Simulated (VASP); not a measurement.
# ZrN in VASP: a series of runs

The runs below take ZrN through single point, with PBE.

Program: VASP 6.6.1. These are calculated values, not measurements. Logs are shortened: lines on timing, memory, paths and dates and some standing lists are left out, and cuts for length are marked.

### 1 The cell of the first run

The cell holds a slab with vacuum, 10 atoms: a = 3.249 Å, b = 3.249 Å, c = 26.937 Å, α = 90.00°, β = 90.00°, γ = 120.00°.

### 2 Single point, PBE

Input file INCAR:

```
ALGO = Normal
DIPOL = 0.5 0.5 0.500
EDIFF = 1E-6
ENCUT = 520
GGA = PE
IDIPOL = 3
ISIF = 2
ISMEAR = 0
LASPH = True
LCHARG = False
LDIPOL = True
LREAL = False
LWAVE = False
NBANDS = 54
NELM = 60
PREC = Accurate
SIGMA = 0.1
```

Input file KPOINTS:

```
k-points
0
Gamma
  12 12 1
```

Input file POSCAR:

```
ZrN
1.0
    3.2489094157      0.0000000000      0.0000000000
   -1.6244547079      2.8136380886      0.0000000000
    0.0000000000      0.0000000000     26.9372554336
N Zr
5 5
Direct
    0.3333333333      0.6666666667      0.2784248016
    0.0000000000      0.0000000000      0.3769026676
    0.6666666667      0.3333333333      0.4753805335
    0.3333333333      0.6666666667      0.5738583995
    0.0000000000      0.0000000000      0.6723362654
    0.6666666667      0.3333333333      0.3276637346
    0.3333333333      0.6666666667      0.4261416005
    0.0000000000      0.0000000000      0.5246194665
    0.6666666667      0.3333333333      0.6230973324
    0.3333333333      0.6666666667      0.7215751984
```

Potentials or basis: VASP PAW PBE potentials, release 64 (N, Zr_sv).

The run is started by

```console
$ cat potpaw_PBE.64/N/POTCAR potpaw_PBE.64/Zr_sv/POTCAR > POTCAR
$ mpirun -np 1 vasp_std > vasp.out
```

OUTCAR:

```text
EDIFF = 1E-6
   ENCUT = 520
   GGA = PE
   ISIF = 2
   ISMEAR = 0
   LASPH = True
   LREAL = False
   NELM = 60
   PREC = Accurate

 ion  position               nearest neighbor table
   1  0.333  0.667  0.278-   6 2.30   6 2.30   6 2.30
   2  0.000  0.000  0.377-   7 2.30   7 2.30   7 2.30   6 2.30   6 2.30   6 2.30
   3  0.667  0.333  0.475-   7 2.30   7 2.30   8 2.30   8 2.30   8 2.30   7 2.30
   4  0.333  0.667  0.574-   9 2.30   9 2.30   9 2.30   8 2.30   8 2.30   8 2.30
   5  0.000  0.000  0.672-   9 2.30  10 2.30   9 2.30  10 2.30   9 2.30  10 2.30
   6  0.667  0.333  0.328-   1 2.30   1 2.30   2 2.30   2 2.30   2 2.30   1 2.30   7 3.25   7 3.25
                             7 3.25
   7  0.333  0.667  0.426-   2 2.30   2 2.30   2 2.30   3 2.30   3 2.30   3 2.30   6 3.25   6 3.25
                             6 3.25   8 3.25   8 3.25   8 3.25
   8  0.000  0.000  0.525-   3 2.30   4 2.30   3 2.30   4 2.30   3 2.30   4 2.30   9 3.25   9 3.25
                             9 3.25   7 3.25   7 3.25   7 3.25
   9  0.667  0.333  0.623-   4 2.30   4 2.30   4 2.30   5 2.30   5 2.30   5 2.30   8 3.25   8 3.25
                             8 3.25  10 3.25  10 3.25  10 3.25
  10  0.333  0.667  0.722-   5 2.30   5 2.30   5 2.30   9 3.25   9 3.25   9 3.25

  LATTYP: Found a hexagonal cell.
 ALAT       =     3.2489094157
 C/A-ratio  =     8.2911685082

  Lattice vectors:

 A1 = (   3.2489094157,   0.0000000000,   0.0000000000)
 A2 = (  -1.6244547079,   2.8136380886,   0.0000000000)
 A3 = (   0.0000000000,   0.0000000000,  26.9372554336)

Analysis of symmetry for initial positions (statically):
=====================================================================
 Subroutine PRICEL returns:
 Original cell was already a primitive cell.

 Routine SETGRP: Setting up the symmetry group for a
 hexagonal supercell.

 Subroutine GETGRP returns: Found  6 space group operations
 (whereof  6 operations were pure point group operations)
 out of a pool of 24 trial point group operations.

The static configuration has the point symmetry C_3v.

Analysis of symmetry for dynamics (positions and initial velocities):
=====================================================================
 Subroutine PRICEL returns:
 Original cell was already a primitive cell.

 Routine SETGRP: Setting up the symmetry group for a
 hexagonal supercell.

 Subroutine GETGRP returns: Found  6 space group operations
 (whereof  6 operations were pure point group operations)
 out of a pool of 24 trial point group operations.

The dynamic configuration has the point symmetry C_3v.

 Subroutine INISYM returns: Found  6 space group operations
 (whereof  6 operations are pure point group operations),
 and found     1 'primitive' translations

----------------------------------------------------------------------------------------

                                     Primitive cell

  volume of cell :     246.2403

  direct lattice vectors                    reciprocal lattice vectors
     3.248909416  0.000000000  0.000000000     0.307795593  0.177705868  0.000000000
    -1.624454708  2.813638089  0.000000000     0.000000000  0.355411737  0.000000000
     0.000000000  0.000000000 26.937255434     0.000000000  0.000000000  0.037123307

  length of vectors
     3.248909416  3.248909416 26.937255434     0.355411737  0.355411737  0.037123307

  position of ions in fractional coordinates (direct lattice)
     0.333333333  0.666666667  0.278424802
     0.000000000  0.000000000  0.376902668
     0.666666667  0.333333333  0.475380534
     0.333333333  0.666666667  0.573858399
     0.000000000  0.000000000  0.672336265
     0.666666667  0.333333333  0.327663735
     0.333333333  0.666666667  0.426141601
     0.000000000  0.000000000  0.524619466
     0.666666667  0.333333333  0.623097332
     0.333333333  0.666666667  0.721575198

  ion indices of the primitive-cell ions
   primitive index   ion index
                 1           1
                 2           2
                 3           3
                 4           4
                 5           5
                 6           6
                 7           7
                 8           8
                 9           9
                10          10

----------------------------------------------------------------------------------------

 KPOINTS: k-points

Automatic generation of k-mesh.
 Grid dimensions read from file:
 generate k-points for:   12   12    1

 Generating k-lattice:

  Cartesian coordinates                     Fractional coordinates (reciprocal lattice)
     0.025649633  0.014808822  0.000000000     0.083333333 -0.000000000  0.000000000
     0.000000000  0.029617645  0.000000000     0.000000000  0.083333333  0.000000000
     0.000000000  0.000000000  0.037123307     0.000000000  0.000000000  1.000000000

  Length of vectors
     0.029617645  0.029617645  0.037123307

  Shift w.r.t. Gamma in fractional coordinates (k-lattice)
     0.000000000  0.000000000  0.000000000

 Subroutine IBZKPT returns following result:
 ===========================================

 Found     19 irreducible k-points:

 Following reciprocal coordinates:
            Coordinates               Weight
  0.000000  0.000000  0.000000      1.000000
  0.083333 -0.000000  0.000000      6.000000
  0.166667  0.000000  0.000000      6.000000
  0.250000 -0.000000  0.000000      6.000000
  0.333333 -0.000000  0.000000      6.000000
  0.416667 -0.000000  0.000000      6.000000
[... 11 lines left out ...]
  0.333333  0.250000  0.000000     12.000000
  0.333333  0.333333  0.000000      2.000000
   k-points           NKPTS =     19   k-points in BZ     NKDIM =     19   number of bands    NBANDS=     54
   number of dos      NEDOS =    301   number of ions     NIONS =     10
   total plane-waves  NPLWV = 115200
   dimension x,y,z NGX =    24 NGY =   24 NGZ =  200
   dimension x,y,z NGXF=    48 NGYF=   48 NGZF=  400
   ions per type =               5   5
   NGX,Y,Z   is equivalent  to a cutoff of  12.28, 12.28, 12.34 a.u.
   NGXF,Y,Z  is equivalent  to a cutoff of  24.56, 24.56, 24.69 a.u.
 SYSTEM =  unknown system
   PREC   = accura    normal or accurate (medium, high low for compatibility)
   ISTART =      0    job   : 0-new  1-cont  2-samecut
   ICHARG =      2    charge: 1-file 2-atom 10-const
   ISPIN  =      1    spin polarized calculation?
   LNONCOLLINEAR =      F non collinear calculations
   LSORBIT =      F    spin-orbit coupling
   LASPH  =      T    aspherical Exc in radial PAW
   ENCUT  =  520.0 eV  38.22 Ry    6.18 a.u.   6.04  6.04 50.09*2*pi/ulx,y,z
   NELM   =     60;   NELMIN=  2; NELMDL= -5     # of ELM steps
   EDIFF  = 0.1E-05   stopping-criterion for ELM
   LREAL  =      F    real-space projection
   EDIFFG = 0.1E-04   stopping-criterion for IOM
   NSW    =      0    number of steps for IOM
   IBRION =     -1    ionic relax: 0-MD 1-quasi-New 2-CG
   NFREE  =      0    steps in history (QN), initial steepest desc. (CG)
   ISIF   =      2    stress and relaxation
   ISYM   =      2    0-nonsym 1-usesym 2-fastsym
   POTIM  = 0.5000    time-step for ionic-motion
   TEBEG  =    0.0;   TEEND  =   0.0 temperature during run
   PSTRESS=    0.0 pullay stress
   NELECT =      85.0000    total number of electrons
   NUPDOWN=      -1.0000    fix difference up-down
   EMIN   =  10.00;   EMAX   =-10.00  energy-range for DOS
   EFERMI =   0.00;   METHOD = LEGACY
   ISMEAR =     0;   SIGMA  =   0.10  broadening in eV -4-tet -1-fermi 0-gaus
   EFERMI_NEDOS =   21; number of points for ismear=-14 and -15
   IALGO  =     38    algorithm
   IMIX   =      4    mixing-type and parameters
     AMIX     =   0.40;   BMIX     =  1.00
     AMIX_MAG =   1.60;   BMIX_MAG =  1.00
  volume/ion in A,a.u.               =      24.62       166.17
  Fermi-wavevector in a.u.,A,eV,Ry     =   1.148404  2.170169 17.943799  1.318832
  Thomas-Fermi vector in A             =   2.285079
   LORBIT       =      0    0 simple, 1 ext, 2 COOP (PROOUT), +10 PAW based schemes
   GGA     = PE    functional components
   LHFCALC =     F    Hartree Fock is set to
   AEXX    =    0.0000 exact exchange contribution
   IVDW    =     0    specifies the selected vdW correction
   LEPSILON=     F    determine dielectric tensor
   LRPA    =     F    only Hartree local field effects (RPA)
 non-spin polarized calculation
 Gauss-broadening in eV      SIGMA  =   0.10
  energy-cutoff  :      520.00
  volume of cell :      246.24
 maximum number of plane-waves:      6694
   NGX = 13   NGY = 13   NGZ =101

 dipolmoment           0.000000      0.000000      0.010760 electrons x Angstroem

 number of electron      85.0000007 magnetization

 dipolmoment           0.000000      0.000000     -0.187470 electrons x Angstroem

 Free energy of the ion-electron system (eV)
  ---------------------------------------------------
  ext. energy  EPLUGINS =         0.00000000
  ---------------------------------------------------
  free energy    TOTEN  =       -96.84338427 eV

  energy without entropy =      -96.81440480  energy(sigma->0) =      -96.82889454

 E-fermi :   2.4913     XC(G=0):  -6.9676

 val. band max:        2.4599184448   @ k =   0.1667   0.0000   0.0000
 cond. band min:       2.5019210440   @ k =   0.0000   0.0000   0.0000
 fundamental gap:      0.0420025992
 Fermi energy:         2.4913026069

 k-point     1 :       0.0000    0.0000    0.0000
  band No.  band energies     occupation
      1     -47.1127      2.00000
      2     -47.0457      2.00000
      3     -46.9988      2.00000
      4     -46.7905      2.00000
      5     -45.6946      2.00000
      6     -25.7657      2.00000
[... 46 lines left out ...]
     53       4.4818      0.00000
     54       5.1217      0.00000
[... 1024 lines left out ...]
     53       6.0962      0.00000
     54       6.7921      0.00000

------------------------ aborting loop because EDIFF is reached ----------------------------------------

 vacuum level on the upper side and lower side of the slab       (xc-potential included)        -2.042         1.608

  FORCE on cell =-STRESS in cart. coord.  units (eV):
  Direction    XX          YY          ZZ          XY          YZ          ZX
  --------------------------------------------------------------------------------------
  -------------------------------------------------------------------------------------
  Total       -1.7084771     -1.7084771     -5.2300460      0.0000000     -0.0000000      0.0000000
  in kB      -11.1163077    -11.1163077    -34.0296048      0.0000000     -0.0000000      0.0000000
  external PRESSURE =     -18.7540734 kB  Pullay stress =       0.0000000 kB

 VOLUME and BASIS-vectors are now :
 -----------------------------------------------------------------------------
  energy-cutoff  :      520.00
  volume of cell :      246.24
      direct lattice vectors                 reciprocal lattice vectors
     3.248909416  0.000000000  0.000000000     0.307795593  0.177705868  0.000000000
    -1.624454708  2.813638089  0.000000000     0.000000000  0.355411737  0.000000000
     0.000000000  0.000000000 26.937255434     0.000000000  0.000000000  0.037123307

 POSITION                                       TOTAL-FORCE (eV/Angst)
 -----------------------------------------------------------------------------------
     -0.00000      1.87576      7.50000        -0.000000      0.000000      4.808301
      0.00000      0.00000     10.15272         0.000000      0.000000      1.220984
      1.62445      0.93788     12.80545         0.000000      0.000000     -0.063516
     -0.00000      1.87576     15.45817         0.000000      0.000000      0.068128
      0.00000      0.00000     18.11089        -0.000000      0.000000      0.111288
      1.62445      0.93788      8.82636         0.000000     -0.000000     -6.338876
     -0.00000      1.87576     11.47909         0.000000     -0.000000      0.460382
      0.00000      0.00000     14.13181         0.000000      0.000000     -0.465244
      1.62445      0.93788     16.78453        -0.000000      0.000000      0.928285
     -0.00000      1.87576     19.43726        -0.000000      0.000000     -0.729731
 -----------------------------------------------------------------------------------
    total drift:                                0.000000      0.000000      0.000377

  FREE ENERGIE OF THE ION-ELECTRON SYSTEM (eV)
  ---------------------------------------------------
  free  energy   TOTEN  =       -96.8433842744 eV

  energy  without entropy=      -96.8144047994  energy(sigma->0) =      -96.82889454

 vacuum level on the upper side and lower side of the slab         6.720        10.462
```

Run time: 36 min. Hardware: 1 thread of Intel Xeon 8259CL, shared host; peak memory 0.44 GiB.

What came out:

| Property | Result |
| --- | --- |
| Free energy | -96.8434 eV |
| Largest force | 6.339 eV/Å |
| Band gap on the k mesh | zero (an odd number of electrons rules out a gap without spin polarisation) |

Forces on the atoms (eV/Å):
```
N    0.000  0.000  4.808
N    0.000  0.000  1.221
N    0.000  0.000 -0.064
N    0.000  0.000  0.068
N    0.000  0.000  0.111
Zr   0.000  0.000 -6.339
Zr   0.000  0.000  0.460
Zr   0.000  0.000 -0.465
Zr   0.000  0.000  0.928
Zr   0.000  0.000 -0.730
```

Levels at points of the mesh, in eV from the Fermi level:
```
           k point  band 40  band 41  band 42  band 43  band 44  band 45
(0.00, 0.00, 0.00)    -0.31    -0.31    -0.18     0.01     0.01     0.32
(0.50, 0.00, 0.00)    -1.25    -0.62    -0.14     0.24     0.40     1.56
```

### 3 Single point, PBE

Input file INCAR:

```
SYSTEM = ZrN
  PREC = Accurate
  ENCUT = 520
  EDIFF = 1E-7
  ISMEAR = 0
  SIGMA = 0.1
  LREAL = .False.
  LASPH = .True.
  NELM = 60
  ALGO = Normal
  ISIF = 2
  LWAVE = .False.
  LCHARG = .False.
  LDIPOL = .True.
  IDIPOL = 3
  DIPOL = 0.5 0.5 0.500
  GGA = PE
  NBANDS = 54
```

Input file KPOINTS:

```
regular mesh
0
Gamma
  12 12 1
  0 0 0
```

Input file POSCAR:

```
ZrN
1.0
    3.2489094157      0.0000000000      0.0000000000
   -1.6244547079      2.8136380886      0.0000000000
    0.0000000000      0.0000000000     26.9372554336
N Zr
5 5
Direct
    0.3333333333      0.6666666667      0.2895198780
    0.0000000000      0.0000000000      0.3801799362
    0.6666666667      0.3333333333      0.4743264755
    0.3333333333      0.6666666667      0.5739643162
    0.0000000000      0.0000000000      0.6718709608
    0.6666666667      0.3333333333      0.3181024122
    0.3333333333      0.6666666667      0.4251504893
    0.0000000000      0.0000000000      0.5236506534
    0.6666666667      0.3333333333      0.6240736613
    0.3333333333      0.6666666667      0.7191612170
```

Potentials or basis: VASP PAW PBE potentials, release 64 (N, Zr_sv).

The run is started by

```console
$ cat potpaw_PBE.64/N/POTCAR potpaw_PBE.64/Zr_sv/POTCAR > POTCAR
$ mpirun -np 1 vasp_std > vasp.out
```

Wall time 37 min (1 thread of Intel Xeon 8259CL, shared host); peak memory 0.44 GiB.

Results (log left out):

```yaml
Free_energy: -98.7303 eV
Largest_force: 0.052 eV/Å
Band_gap_on_the_k_mesh: zero (an odd number of electrons rules out a gap without spin polarisation)
```

Forces on the atoms (eV/Å):
```
N    0.000  0.000 -0.052
N    0.000  0.000  0.004
N    0.000  0.000 -0.002
N    0.000  0.000 -0.002
N    0.000  0.000  0.006
Zr   0.000  0.000  0.017
Zr   0.000  0.000  0.007
Zr   0.000  0.000 -0.002
Zr   0.000  0.000 -0.001
Zr   0.000  0.000  0.026
```

Levels at points of the mesh, in eV from the Fermi level:
| k point | band 38 | band 39 | band 40 | band 41 | band 42 | band 43 | band 44 | band 45 | band 46 | band 47 |
| --- | --- | --- | --- | --- | --- | --- | --- | --- | --- | --- |
| (0.00, 0.00, 0.00) | -2.38 | -2.16 | -2.16 | -0.97 | -0.08 | 0.01 | 0.01 | 0.52 | 0.77 | 0.77 |
| (0.50, 0.00, 0.00) | -3.08 | -2.35 | -1.70 | -1.21 | -0.99 | 0.33 | 0.76 | 1.96 | 2.49 | 3.15 |

The gap in the log of VASP goes by the Fermi energy; the results here count the filled bands.